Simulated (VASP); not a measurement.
Mn2SiO6, 9 atoms in the cell. Symmetry: Fm-3m, No. 225, cubic system. Conventional cell: a = 7.055 Å, b = 7.055 Å, c = 7.055 Å, α = 90.00°, β = 90.00°, γ = 90.00°. Mn (site symmetry -43m) has 12 O at 2.49 Å and 4 Si at 3.05 Å within 3.3 Å. Within 2.3 Å of Si (site symmetry m-3m) lie 6 O at 1.72 Å. Within 2.3 Å of O (site symmetry 4mm) lie 1 Si at 1.72 Å. 

- Program: VASP 6.6.1
- Task: single point
- Functional: PBE
- Potentials or basis: VASP PAW PBE potentials, release 64 (Mn_pv, Si, O)
- Cutoff: 520 eV
- k mesh: 4 × 4 × 4
- Occupations: gaussian, width 0.1 eV
- Spin: collinear spin, ferromagnetic start
- Starting moments: [4.0, 4.0, 0.0, 0.0, 0.0, 0.0, 0.0, 0.0, 0.0] μB
- Dipole correction: no
- Further INCAR settings: ALGO = Normal; EDIFF = 1e-06; NBANDS = 47

Potentials or basis: VASP PAW PBE potentials, release 64 (Mn_pv, Si, O).

Launch:

```bash
$ cat potpaw_PBE.64/Mn_pv/POTCAR potpaw_PBE.64/Si/POTCAR potpaw_PBE.64/O/POTCAR > POTCAR
$ mpirun -np 1 vasp_std > vasp.out
```

Hardware: 1 thread of AMD EPYC 9R45 96-Core Processor (Zen 5) (shared host).

Q: Estimate the wall time of this run.

A: It took 74 s on 1 thread of AMD EPYC 9R45 96-Core Processor (Zen 5), with other jobs on the host, peak memory 0.27 GiB. Counts: scf iterations 19, k points 8.
